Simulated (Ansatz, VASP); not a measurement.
## One calculation of TiO2, two programs

```
Ti O
1.0
     4.68410    0.00000    0.00000
     0.00000    4.68410    0.00000
     0.00000    0.00000    3.01703
Ti O
2 4
Direct
  0.00000 0.00000 0.00000
  0.50000 0.50000 0.50000
  0.30663 0.30663 0.00000
  0.19337 0.80663 0.50000
  0.69337 0.69337 0.00000
  0.80663 0.19337 0.50000
```

Change from the starting cell: volume scaled by 1.06, ions relaxed.

Alike in both runs: functional PBE; k mesh 7 × 7 × 10; occupations fermi-dirac, width 0.02 eV; no spin polarisation.

Ansatz relaxed the structure, and its values are those at the end. VASP's run is a single point on that final structure, the one shown.

|  | VASP | Ansatz |
| --- | --- | --- |
| version | VASP 6.6.1 | Ansatz 0.2.0 |
| potentials or method | VASP PAW PBE potentials, release 64 (Ti_sv, O) | plane-wave PAW, scalar-relativistic |
| plane-wave cutoff (eV) | 520 | 420 |
| valence electrons in the cell | 48 | 48 |

|  | VASP | Ansatz | Ansatz less VASP |
| --- | --- | --- | --- |
| gap on the k mesh at the Fermi level (eV) | 1.79 | 1.81 | +0.023 |
| pressure (GPa) | -6.7 | -7.3 | -0.64 |
| rms of the force components (eV/Å) | 0.015 | 0.002 | -0.0129 |

Ansatz's warnings: stress scf threshold loose.
